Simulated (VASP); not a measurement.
A run of VASP 6.6.1 is set up as follows.

INCAR

```
SYSTEM = Li
ALGO = Normal
EDIFF = 1E-6
EDIFFG = -0.005
ENCUT = 600
GGA = PE
IBRION = 2
ISIF = 4
ISMEAR = -1
LASPH = .TRUE.
LCHARG = .FALSE.
LREAL = .FALSE.
LWAVE = .FALSE.
NELM = 80
NSW = 50
PREC = Accurate
SIGMA = 0.08
```

KPOINTS

```
k-points
0
G
  15 15 15
  0 0 0
```

The input POSCAR:

```
Li
1.0
   -2.4677734320      2.4677734320      1.3349489094
    2.4677734320     -2.4677734320      1.3349489094
    2.4677734320      2.4677734320     -1.3349489094
Li
2
Direct
   -0.3750000000     -0.1250000000     -0.2500000000
    0.3750000000      0.1250000000      0.2500000000
```

Potentials or basis: VASP PAW PBE potentials, release 64 (Li_sv).

The run is started by

```bash
$ cat potpaw_PBE.64/Li_sv/POTCAR > POTCAR
$ mpirun -np 1 vasp_std > vasp.out
```

(1) Estimate the band gap on the k mesh.

Answers

(1) zero (bands 3 and 4 overlap by 3.10 eV).
